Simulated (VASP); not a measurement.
SrLiH3, 5 atoms in the cell. The structure is tetragonal, space group P4/mmm (No. 123). The conventional cell has a = 4.399 Å, b = 4.399 Å, c = 4.631 Å, α = 90.00°, β = 90.00°, γ = 90.00°. Li (site symmetry 4/mmm) has 12 H at 3.11 to 3.19 Å and 8 Sr at 3.88 Å within 4.1 Å. Sr (site symmetry 4/mmm) has 6 H at 2.20 to 2.32 Å within 2.9 Å. H (site symmetry mmm) has 2 Sr at 2.20 Å within 2.9 Å. H (site symmetry 4/mmm) has 2 Sr at 2.32 Å and 4 Li at 3.11 Å and 8 H at 3.19 Å within 3.2 Å.  This cell differs from its parent crystal: strain -0.050 along x and y, +0.000 along z.

| Quantity | Value |
| --- | --- |
| Program | VASP 6.6.1 |
| Task | single point |
| Functional | PBE |
| Potentials or basis | VASP PAW PBE potentials, release 64 (Li_sv, Sr_sv, H) |
| Cutoff | 520 eV |
| k mesh | 6 × 6 × 6 |
| Occupations | gaussian, width 0.05 eV |
| Spin | no spin polarisation |
| Dipole correction | no |
| Further INCAR settings | ALGO = Normal; EDIFF = 1e-06; NBANDS = 16 |

Potentials or basis: VASP PAW PBE potentials, release 64 (Li_sv, Sr_sv, H).

Run with:

```bash
$ cat potpaw_PBE.64/Li_sv/POTCAR potpaw_PBE.64/Sr_sv/POTCAR potpaw_PBE.64/H/POTCAR > POTCAR
$ mpirun -np 1 vasp_std > vasp.out
```

Hardware: 1 thread of Intel Xeon 8259CL, with other jobs on the host.

**Question.** How long does it take, and how much memory?

**Answer.** It took 58 s on 1 thread of Intel Xeon 8259CL (shared host), peak memory 0.24 GiB. Counts: scf iterations 14, k points 40.
